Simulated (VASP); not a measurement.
Write the native input for VASP 6.6.1 that does the following.

* Task: single point
* Functional: LDA
* Potentials or basis: VASP PAW LDA potentials, release 64 (C, Si, H)
* Cutoff: 520 eV
* k mesh: 4 × 8 × 1
* Occupations: gaussian, width 0.05 eV
* Spin: no spin polarisation
* Dipole correction: yes
* Further INCAR settings: LREAL = Auto; ALGO = Normal; EDIFF = 1e-06; NBANDS = 45

The structure of Si3H2C4 lies in POSCAR:

```
Si3H2C4
1.0
    6.1223116280      0.0000000000      0.0000000000
    0.0000000000      3.0611558140      0.0000000000
    0.0000000000      0.0000000000     19.9960979072
C Si H
8 6 4
Direct
    0.5000000000      0.5000000000      0.2326656844
    0.0000000000      0.5000000000      0.2326656844
    0.7500000000      0.0000000000      0.3409150060
    0.2500000000      0.0000000000      0.3409150060
   -0.0116909967      0.5000000000      0.4611877903
    0.5068553017      0.5000000000      0.4432734216
    0.3869278006      0.0000000000      0.5386765165
    0.5963211883      0.0000000000      0.5668320098
    0.2500000000      0.5000000000      0.2867903452
    0.7500000000      0.5000000000      0.2867903452
    0.5026500455      0.0000000000      0.3926172914
   -0.0064432111      0.0000000000      0.4005958754
    0.7105394203      0.5000000000      0.5154967381
    0.2661529566      0.5000000000      0.5010050506
    0.5000000000      0.2236746754      0.1987605550
    0.5000000000      0.7763253246      0.1987605550
    0.0000000000      0.7759774367      0.1986431602
    0.0000000000      0.2240225633      0.1986431602
```

One way to write it, as run:

INCAR

```
SYSTEM = Si3H2C4
PREC = Accurate ; ENCUT = 520
EDIFF = 1E-6 ; ISMEAR = 0
SIGMA = 0.05 ; LREAL = Auto
LASPH = .TRUE. ; NELM = 60
ALGO = Normal ; ISIF = 2
LWAVE = .FALSE. ; LCHARG = .TRUE.
LDIPOL = .TRUE. ; IDIPOL = 3
DIPOL = 0.5 0.5 0.352 ; GGA = CA
LELF = .TRUE. ; LVHAR = .TRUE.
LVACPOTAV = .TRUE. ; NBANDS = 45
```

KPOINTS

```
Automatic mesh
0
G
  4 8 1
  0 0 0
```

Potentials or basis: VASP PAW LDA potentials, release 64 (C, Si, H).

Launch:

```sh
$ cat potpaw_LDA.64/C/POTCAR potpaw_LDA.64/Si/POTCAR potpaw_LDA.64/H/POTCAR > POTCAR
$ mpirun -np 1 vasp_std > vasp.out
```

Results of the run:

| Quantity | Value |
| --- | --- |
| Largest force | 3.646 eV/Å |
| Band gap on the k mesh | zero (bands 30 and 31 overlap by 0.57 eV) |

It took 20 min on 1 thread of AMD EPYC 7R43 64-Core Processor (Zen 3), on a shared host, peak memory 0.36 GiB.
